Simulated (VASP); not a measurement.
The system is Si2Ge.

```xyz
3
Lattice="2.9725 0.0000 0.0000 -1.4862 2.5743 0.0000 0.0000 0.0000 6.6878" Properties=species:S:1:pos:R:3 pbc="T T T"
Si    0.0000    1.7162    4.2473
Si    1.4862    0.8581    2.4405
Ge    0.0000    0.0000    0.0000
```

| Quantity | Value |
| --- | --- |
| Program | VASP 6.6.1 |
| Task | relaxation of cell and atoms |
| Functional | PBE |
| Potentials or basis | VASP PAW PBE potentials, release 64 (Si, Ge_d) |
| Cutoff | 600 eV |
| k mesh | 18 × 18 × 8 |
| Occupations | gaussian, width 0.1 eV |
| Spin | no spin polarisation |

At the start: pressure 0.2 GPa; volume 17.06 Å³/atom.

Q: How do energy, volume and symmetry change on relaxing?

A: Over 8 steps the energy falls by 8.4 meV/atom and the volume is 16.75 Å³/atom (-1.8 %); space group P-3m1 (No. 164, to 0.05 Å).

Step by step:
| step | energy change (eV) | largest force (eV/Å) | pressure (GPa) | volume (Å³) |
| --- | --- | --- | --- | --- |
| 1 | 0.0000 | 0.4717 | 0.19 | 51.17 |
| 2 | -0.0148 | 0.1965 | -0.68 | 51.32 |
| 3 | -0.0179 | 0.0238 | -1.25 | 51.43 |
| 4 | -0.0239 | 0.0067 | -0.03 | 50.36 |
| 5 | -0.0240 | 0.0034 | 0.18 | 50.19 |
| 6 | -0.0249 | 0.0031 | 0.14 | 50.21 |
| 7 | -0.0253 | 0.0059 | 0.07 | 50.24 |
| 8 | -0.0253 | 0.0062 | 0.04 | 50.26 |

Final structure:
```
Si Ge
1.0
     2.97758    0.00000    0.00000
    -1.48879    2.57866    0.00000
     0.00000    0.00000    6.54538
Si Ge
2 1
Direct
  0.33333 0.66667 0.64392
  0.66667 0.33333 0.35608
  0.00000 0.00000 0.00000
```
